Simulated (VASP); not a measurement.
# Al5As (P6/mmm) in VASP: notebook, part 2 of 2

VASP 6.6.1.

### 4 Single point, PBE

This run uses another cell than the first one, of 17.87 Å³/atom.

File INCAR:

```
SYSTEM = Al5As
ALGO = Fast
EDIFF = 1E-7
ENCUT = 520
GGA = PE
ISIF = 2
ISMEAR = 0
LASPH = .TRUE.
LCHARG = .FALSE.
LREAL = .FALSE.
LWAVE = .FALSE.
NBANDS = 19
NELM = 80
PREC = Accurate
SIGMA = 0.1
```

File KPOINTS:

```
k-points
0
G
  6 6 4
  0 0 0
```

File POSCAR:

```
Al5As
1.0
    4.5873338460      0.0000000000      0.0000000000
   -2.2936669230      3.9727476463      0.0000000000
    0.0000000000      0.0000000000      5.8846928378
Al As
5 1
Direct
    0.3333333333      0.6666666667      0.2474774115
    0.3333333333      0.6666666667      0.7525225885
    0.6666666667      0.3333333333      0.7525225885
    0.6666666667      0.3333333333      0.2474774115
    0.0000000000      0.0000000000      0.5000000000
    0.0000000000      0.0000000000      0.0000000000
```

Potentials or basis: VASP PAW PBE potentials, release 64 (Al, As).

On the command line:

```bash
$ cat potpaw_PBE.64/Al/POTCAR potpaw_PBE.64/As/POTCAR > POTCAR
$ mpirun -np 1 vasp_std > vasp.out
```

OUTCAR:

```text
SYSTEM = Al5As
   EDIFF = 1E-7
   ENCUT = 520
   GGA = PE
   ISIF = 2
   ISMEAR = 0
   LASPH = .TRUE.
   LREAL = .FALSE.
   NELM = 80
   PREC = Accurate

 ion  position               nearest neighbor table
   1  0.333  0.667  0.247-   4 2.65   4 2.65   4 2.65   2 2.91   2 2.97   6 3.02   6 3.02   6 3.02
                             5 3.04   5 3.04   5 3.04
   2  0.333  0.667  0.753-   3 2.65   3 2.65   3 2.65   1 2.91   1 2.97   6 3.02   6 3.02   6 3.02
                             5 3.04   5 3.04   5 3.04
   3  0.667  0.333  0.753-   2 2.65   2 2.65   2 2.65   4 2.91   4 2.97   6 3.02   6 3.02   6 3.02
                             5 3.04   5 3.04   5 3.04
   4  0.667  0.333  0.247-   1 2.65   1 2.65   1 2.65   3 2.91   3 2.97   6 3.02   6 3.02   6 3.02
                             5 3.04   5 3.04   5 3.04
   5  0.000  0.000  0.500-   6 2.94   6 2.94   3 3.04   4 3.04   1 3.04   2 3.04   3 3.04   4 3.04
                             1 3.04   2 3.04   3 3.04   4 3.04   1 3.04   2 3.04
   6  0.000  0.000  0.000-   5 2.94   5 2.94   3 3.02   4 3.02   1 3.02   2 3.02   3 3.02   4 3.02
                             1 3.02   2 3.02   3 3.02   4 3.02   1 3.02   2 3.02

  LATTYP: Found a hexagonal cell.
 ALAT       =     4.5873338460
 C/A-ratio  =     1.2828132932

  Lattice vectors:

 A1 = (   4.5873338460,   0.0000000000,   0.0000000000)
 A2 = (  -2.2936669230,   3.9727476463,   0.0000000000)
 A3 = (   0.0000000000,   0.0000000000,   5.8846928378)

Analysis of symmetry for initial positions (statically):
=====================================================================
 Subroutine PRICEL returns:
 Original cell was already a primitive cell.

 Routine SETGRP: Setting up the symmetry group for a
 hexagonal supercell.

 Subroutine GETGRP returns: Found 24 space group operations
 (whereof 24 operations were pure point group operations)
 out of a pool of 24 trial point group operations.

The static configuration has the point symmetry D_6h.

Analysis of symmetry for dynamics (positions and initial velocities):
=====================================================================
 Subroutine PRICEL returns:
 Original cell was already a primitive cell.

 Routine SETGRP: Setting up the symmetry group for a
 hexagonal supercell.

 Subroutine GETGRP returns: Found 24 space group operations
 (whereof 24 operations were pure point group operations)
 out of a pool of 24 trial point group operations.

The dynamic configuration has the point symmetry D_6h.

 Subroutine INISYM returns: Found 24 space group operations
 (whereof 24 operations are pure point group operations),
 and found     1 'primitive' translations

----------------------------------------------------------------------------------------

                                     Primitive cell

  volume of cell :     107.2445

  direct lattice vectors                    reciprocal lattice vectors
     4.587333846  0.000000000  0.000000000     0.217991547  0.125857478  0.000000000
    -2.293666923  3.972747646  0.000000000     0.000000000  0.251714956  0.000000000
     0.000000000  0.000000000  5.884692838     0.000000000  0.000000000  0.169932404

  length of vectors
     4.587333846  4.587333846  5.884692838     0.251714956  0.251714956  0.169932404

  position of ions in fractional coordinates (direct lattice)
     0.333333333  0.666666667  0.247477412
     0.333333333  0.666666667  0.752522588
     0.666666667  0.333333333  0.752522588
[... 60 lines left out ...]
  0.333333  0.166667  0.500000     12.000000
  0.333333  0.333333  0.500000      2.000000
   k-points           NKPTS =     21   k-points in BZ     NKDIM =     21   number of bands    NBANDS=     19
   number of dos      NEDOS =    301   number of ions     NIONS =      6
   total plane-waves  NPLWV =  62208
   dimension x,y,z NGX =    36 NGY =   36 NGZ =   48
   dimension x,y,z NGXF=    72 NGYF=   72 NGZF=   96
   ions per type =               5   1
   NGX,Y,Z   is equivalent  to a cutoff of  13.05, 13.05, 13.56 a.u.
   NGXF,Y,Z  is equivalent  to a cutoff of  26.09, 26.09, 27.12 a.u.
 SYSTEM =  Al5As
   PREC   = accura    normal or accurate (medium, high low for compatibility)
   ISTART =      0    job   : 0-new  1-cont  2-samecut
   ICHARG =      2    charge: 1-file 2-atom 10-const
   ISPIN  =      1    spin polarized calculation?
   LNONCOLLINEAR =      F non collinear calculations
   LSORBIT =      F    spin-orbit coupling
   LASPH  =      T    aspherical Exc in radial PAW
   ENCUT  =  520.0 eV  38.22 Ry    6.18 a.u.   8.53  8.53 10.94*2*pi/ulx,y,z
   NELM   =     80;   NELMIN=  2; NELMDL= -5     # of ELM steps
   EDIFF  = 0.1E-06   stopping-criterion for ELM
   LREAL  =      F    real-space projection
   EDIFFG = 0.1E-05   stopping-criterion for IOM
   NSW    =      0    number of steps for IOM
   IBRION =     -1    ionic relax: 0-MD 1-quasi-New 2-CG
   NFREE  =      0    steps in history (QN), initial steepest desc. (CG)
   ISIF   =      2    stress and relaxation
   ISYM   =      2    0-nonsym 1-usesym 2-fastsym
   POTIM  = 0.5000    time-step for ionic-motion
   TEBEG  =    0.0;   TEEND  =   0.0 temperature during run
   PSTRESS=    0.0 pullay stress
   NELECT =      20.0000    total number of electrons
   NUPDOWN=      -1.0000    fix difference up-down
   EMIN   =  10.00;   EMAX   =-10.00  energy-range for DOS
   EFERMI =   0.00;   METHOD = LEGACY
   ISMEAR =     0;   SIGMA  =   0.10  broadening in eV -4-tet -1-fermi 0-gaus
   EFERMI_NEDOS =   21; number of points for ismear=-14 and -15
   IALGO  =     68    algorithm
   IMIX   =      4    mixing-type and parameters
     AMIX     =   0.40;   BMIX     =  1.00
     AMIX_MAG =   1.60;   BMIX_MAG =  1.00
  volume/ion in A,a.u.               =      17.87       120.62
  Fermi-wavevector in a.u.,A,eV,Ry     =   0.935319  1.767497 11.902673  0.874822
  Thomas-Fermi vector in A             =   2.062214
   LORBIT       =      0    0 simple, 1 ext, 2 COOP (PROOUT), +10 PAW based schemes
   GGA     = PE    functional components
   LHFCALC =     F    Hartree Fock is set to
   AEXX    =    0.0000 exact exchange contribution
   IVDW    =     0    specifies the selected vdW correction
   LEPSILON=     F    determine dielectric tensor
   LRPA    =     F    only Hartree local field effects (RPA)
 non-spin polarized calculation
 RMM-DIIS sequential band-by-band and
 Gauss-broadening in eV      SIGMA  =   0.10
  energy-cutoff  :      520.00
  volume of cell :      107.24
 maximum number of plane-waves:      2914
 NGX is ok and might be reduce to    36
   NGX = 17   NGY = 17   NGZ = 21

 number of electron      19.9999999 magnetization

 Free energy of the ion-electron system (eV)
  ---------------------------------------------------
  ext. energy  EPLUGINS =         0.00000000
  ---------------------------------------------------
  free energy    TOTEN  =       -22.19140853 eV

  energy without entropy =      -22.16957843  energy(sigma->0) =      -22.18049348

 E-fermi :   7.1434     XC(G=0): -10.0945

 val. band max:        7.1309165243   @ k =   0.3333  -0.0000   0.0000
 cond. band min:       7.1863043626   @ k =   0.3333  -0.0000   0.0000
 fundamental gap:      0.0553878382
 Fermi energy:         7.1433766783

 k-point     1 :       0.0000    0.0000    0.0000
  band No.  band energies     occupation
      1      -5.3799      2.00000
      2      -0.7447      2.00000
      3      -0.0278      2.00000
      4       3.6891      2.00000
      5       4.0922      2.00000
      6       4.0922      2.00000
[... 439 lines left out ...]
      6       0.7653      2.00000
[... 11 lines left out ...]
     18       9.8935      0.00000
     19      15.0892      0.00000

------------------------ aborting loop because EDIFF is reached ----------------------------------------

  FORCE on cell =-STRESS in cart. coord.  units (eV):
  Direction    XX          YY          ZZ          XY          YZ          ZX
  --------------------------------------------------------------------------------------
  -------------------------------------------------------------------------------------
  Total        0.0224966      0.0224966     -0.0359644      0.0000000     -0.0000000      0.0000000
  in kB        0.3360873      0.3360873     -0.5372900      0.0000000     -0.0000000      0.0000000
  external PRESSURE =       0.0449615 kB  Pullay stress =       0.0000000 kB

 VOLUME and BASIS-vectors are now :
 -----------------------------------------------------------------------------
  energy-cutoff  :      520.00
  volume of cell :      107.24
      direct lattice vectors                 reciprocal lattice vectors
     4.587333846  0.000000000  0.000000000     0.217991547  0.125857478  0.000000000
    -2.293666923  3.972747646  0.000000000     0.000000000  0.251714956  0.000000000
     0.000000000  0.000000000  5.884692838     0.000000000  0.000000000  0.169932404

 POSITION                                       TOTAL-FORCE (eV/Angst)
 -----------------------------------------------------------------------------------
     -0.00000      2.64850      1.45633         0.000000     -0.000000     -0.005305
     -0.00000      2.64850      4.42836         0.000000      0.000000      0.005305
      2.29367      1.32425      4.42836        -0.000000      0.000000      0.005305
      2.29367      1.32425      1.45633        -0.000000     -0.000000     -0.005305
      0.00000      0.00000      2.94235         0.000000      0.000000     -0.000000
      0.00000      0.00000      0.00000         0.000000      0.000000     -0.000000
 -----------------------------------------------------------------------------------
    total drift:                               -0.000000      0.000000      0.000000

  FREE ENERGIE OF THE ION-ELECTRON SYSTEM (eV)
  ---------------------------------------------------
  free  energy   TOTEN  =       -22.1914085334 eV

  energy  without entropy=      -22.1695784328  energy(sigma->0) =      -22.18049348
```

Run time: 53 s. Hardware: 1 thread of Intel Xeon Platinum 8488C (Sapphire Rapids), shared host; peak memory 0.24 GiB.

Results:

| Property | Result |
| --- | --- |
| Free energy | -22.1914 eV |
| Pressure | 0.0 GPa |
| Largest force | 0.005 eV/Å |
| Band gap on the k mesh | zero (bands 10 and 11 overlap by 1.62 eV) |

Forces in eV/Å, atoms in the order of the input:
```
Al   0.000  0.000 -0.005
Al   0.000  0.000  0.005
Al   0.000  0.000  0.005
Al   0.000  0.000 -0.005
Al   0.000  0.000  0.000
As   0.000  0.000  0.000
```

Levels at points of the mesh, in eV from the Fermi level:
```tsv
k point	band 7	band 8	band 9	band 10	band 11	band 12	band 13	band 14
(0.00, 0.00, 0.00)	-1.76	-1.76	-0.83	0.58	1.16	1.16	1.22	1.22
(0.50, 0.00, 0.00)	-4.17	-3.52	-0.48	-0.42	-0.22	-0.11	3.48	3.88
(0.00, 0.00, 0.50)	-1.07	-0.83	-0.83	-0.80	-0.80	-0.58	-0.58	-0.14
(0.50, 0.00, 0.50)	-2.86	-2.74	-0.28	-0.05	0.41	1.03	2.72	3.76
```

### 5 Relaxation of cell and atoms, PBE

This run uses another cell than the first one, of 20.66 Å³/atom.

File INCAR:

```
SYSTEM = Al5As
  PREC = Accurate
  ENCUT = 600
  EDIFF = 1E-6
  ISMEAR = 0
  SIGMA = 0.1
  LREAL = .False.
  LASPH = .True.
  NELM = 60
  ALGO = Normal
  ISIF = 3
  LWAVE = .False.
  LCHARG = .False.
  GGA = PE
  IBRION = 2
  NSW = 90
  EDIFFG = -0.04
```

File KPOINTS:

```
Automatic mesh
0
Gamma
  6 6 2
  0 0 0
```

File POSCAR:

```
Al5As
1.0
    4.2555763600      0.0000000000      0.0000000000
   -2.1277881800      3.6854372300      0.0000000000
    0.0000000000      0.0000000000      7.9045706200
Al As
5 1
Direct
    0.3333333300      0.6666666700      0.1924413800
    0.3333333300      0.6666666700      0.8075586200
    0.6666666700      0.3333333300      0.8075586200
    0.6666666700      0.3333333300      0.1924413800
    0.0000000000      0.0000000000      0.5000000000
    0.0000000000      0.0000000000      0.0000000000
```

On the command line:

```bash
$ cat potpaw_PBE.64/Al/POTCAR potpaw_PBE.64/As/POTCAR > POTCAR
$ mpirun -np 1 vasp_std > vasp.out
```

Run time: 4.2 min. Hardware: 1 thread of Intel Xeon Platinum 8488C (Sapphire Rapids), shared host; peak memory 0.29 GiB.

The run converged. Its results:

- Free energy: -22.0659 eV
- Relaxed volume: 18.04 Å³/atom
- Relaxed cell: a = 4.511 Å, b = 4.511 Å, c = 6.144 Å, α = 90.00°, β = 90.00°, γ = 120.00°
- Space group after relaxing (to 0.1 Å): P6/mmm (No. 191)
- Energy gained by relaxing: 310.0 meV/atom
- Ionic steps: 15
- Pressure after relaxing: 0.2 GPa
- Largest force after relaxing: 0.007 eV/Å
- Band gap on the k mesh: zero (bands 10 and 11 overlap by 1.58 eV)

Forces in eV/Å, atoms in the order of the input:
```
Al   0.000  0.000  0.007
Al   0.000  0.000 -0.007
Al   0.000  0.000 -0.007
Al   0.000  0.000  0.007
Al   0.000  0.000  0.000
As   0.000  0.000  0.000
```

Stress tensor (GPa, compression positive):
```
0.19 0.00 0.00
0.00 0.19 0.00
0.00 0.00 0.30
```

Step by step:
| step | energy change (eV) | largest force (eV/Å) | pressure (GPa) | volume (Å³) |
| --- | --- | --- | --- | --- |
| 1 | 0.0000 | 0.8087 | 5.15 | 123.97 |
| 2 | -0.5000 | 0.3718 | -2.32 | 136.04 |
| 3 | -0.5148 | 0.2129 | -4.13 | 140.56 |
| 4 | -0.9834 | 0.2058 | -4.87 | 134.86 |
| 5 | -1.2987 | 0.6278 | -4.95 | 127.20 |
| 6 | -1.6352 | 0.7181 | -0.08 | 112.42 |
| 7 | -1.6448 | 0.7547 | 1.30 | 109.45 |
| 8 | -1.7657 | 0.3484 | 1.27 | 109.17 |
| 9 | -1.7686 | 0.2853 | 1.37 | 109.08 |
| 10 | -1.8197 | 0.1661 | -0.93 | 111.72 |
| 11 | -1.8213 | 0.1453 | -1.37 | 112.29 |
| 12 | -1.8470 | 0.1227 | -0.87 | 110.50 |
| 13 | -1.8580 | 0.0336 | -0.06 | 108.53 |
| 14 | -1.8595 | 0.0054 | 0.36 | 108.12 |
| 15 | -1.8599 | 0.0070 | 0.23 | 108.24 |

Final structure:
```xyz
6
Lattice="4.5105 0.0000 0.0000 -2.2553 3.9062 0.0000 0.0000 0.0000 6.1436" Properties=species:S:1:pos:R:3 pbc="T T T"
Al    0.0000    2.6041    1.5054
Al    0.0000    2.6041    4.6382
Al    2.2553    1.3021    4.6382
Al    2.2553    1.3021    1.5054
Al    0.0000    0.0000    3.0718
As    0.0000    0.0000    0.0000
```

Levels at points of the mesh, in eV from the Fermi level:
```csv
k point,band 6,band 7,band 8,band 9,band 10,band 11,band 12,band 13,band 14
"(0.00, 0.00, 0.00)",-2.78,-1.50,-1.50,-0.26,0.71,0.99,0.99,1.32,2.15
"(0.50, 0.00, 0.00)",-4.42,-4.20,-3.30,-0.66,-0.39,-0.25,0.13,4.00,4.22
"(0.00, 0.00, 0.50)",-2.53,-1.26,-0.73,-0.73,-0.59,-0.59,-0.27,0.11,0.54
"(0.50, 0.00, 0.50)",-3.87,-2.67,-2.36,-0.73,-0.39,-0.19,0.51,2.54,4.31
```

Caveat: the k points lie up to 0.51 Å⁻¹ apart in the final cell, too coarse for converged energies and pressures of a metal; a cell axis changed by over 15 % at a fixed basis, so the end point is rough.

### 6 Single point, PBE

This run uses another cell than the first one, of 17.84 Å³/atom.

File INCAR:

```
SYSTEM = Al5As
PREC = Accurate ; ENCUT = 520
EDIFF = 1E-6 ; ISMEAR = 0
SIGMA = 0.1 ; LREAL = .False.
LASPH = .True. ; NELM = 100
ALGO = Fast ; ISIF = 2
LWAVE = .False. ; LCHARG = .True.
GGA = PE ; LELF = .True.
LVHAR = .True. ; NBANDS = 19
```

File KPOINTS:

```
Automatic mesh
0
Gamma
  12 12 6
  0 0 0
```

File POSCAR:

```
Al5As
1.0
    4.6726474009      0.0000000000      0.0000000000
   -2.3363237004      4.0466313521      0.0000000000
    0.0000000000      0.0000000000      5.6613673341
Al As
5 1
Direct
    0.3333333333      0.6666666667      0.2536658478
    0.3333333333      0.6666666667      0.7463341522
    0.6666666667      0.3333333333      0.7463341522
    0.6666666667      0.3333333333      0.2536658478
    0.0000000000      0.0000000000      0.5000000000
    0.0000000000      0.0000000000      0.0000000000
```

Potentials or basis: VASP PAW PBE potentials, release 64 (Al, As).

On the command line:

```bash
$ cat potpaw_PBE.64/Al/POTCAR potpaw_PBE.64/As/POTCAR > POTCAR
$ mpirun -np 1 vasp_std > vasp.out
```

It took 1.8 min on 1 thread of Intel Xeon Platinum 8488C (Sapphire Rapids), shared host; peak memory 0.3 GiB.

The run converged. Its results:

```
Free energy            : -22.2111 eV
Pressure               : 0.0 GPa
Band gap on the k mesh : zero (bands 10 and 11 overlap by 1.82 eV)
```

Levels at points of the mesh, in eV from the Fermi level:
```
           k point  band 6  band 7  band 8  band 9  band 10  band 11  band 12  band 13  band 14  band 15
(0.00, 0.00, 0.00)   -3.21   -1.95   -1.95   -1.38     0.42     1.19     1.19     1.40     1.40     1.47
(0.50, 0.00, 0.00)   -4.07   -4.01   -3.62   -0.40    -0.31    -0.23    -0.12     2.97     3.60     4.03
(0.00, 0.00, 0.50)   -2.32   -1.00   -1.00   -0.83    -0.83    -0.82    -0.82    -0.61    -0.38    -0.22
(0.50, 0.00, 0.50)   -3.98   -3.12   -3.02    0.21     0.42     1.10     1.53     2.88     3.31     3.79
```

### 7 The runs side by side

| task | cell | k mesh | cutoff (eV) | gap on the mesh (eV) | pressure (GPa) | largest force (eV/Å) |
| --- | --- | --- | --- | --- | --- | --- |
| single point | a = 4.514, b = 4.514, c = 6.131 Å, angles 90.0, 90.0, 120.0°, 6 atoms, atomic positions A | 6 × 6 × 2 | 520 | none | 0.0 | 0.01 |
| single point | a = 4.256, b = 4.256, c = 7.905 Å, angles 90.0, 90.0, 120.0°, 6 atoms, atomic positions B | 6 × 6 × 2 | 520 | none | 5.2 | 0.81 |
| single point | a = 4.587, b = 4.587, c = 5.885 Å, angles 90.0, 90.0, 120.0°, 6 atoms, atomic positions A | 6 × 6 × 4 | 520 | none | 0.0 | 0.01 |
| relaxation of cell and atoms | relaxed from a = 4.256, b = 4.256, c = 7.905 Å, angles 90.0, 90.0, 120.0°, 6 atoms, atomic positions B | 6 × 6 × 2 | 600 | none | 0.2 | 0.01 |
| single point | a = 4.673, b = 4.673, c = 5.661 Å, angles 90.0, 90.0, 120.0°, 6 atoms, atomic positions C | 12 × 12 × 6 | 520 | none | 0.0 | - |

Alike in all rows: level PBE; potentials or basis VASP PAW PBE potentials, release 64 (Al, As); no spin polarisation; smearing gaussian 0.1 eV.

Caveats: some runs use coarse meshes; a cell axis changed by over 15 % at a fixed basis, so the end point is rough (at least some runs).

Total energies depend on the potentials used, so only differences within one code and one set of settings carry meaning.
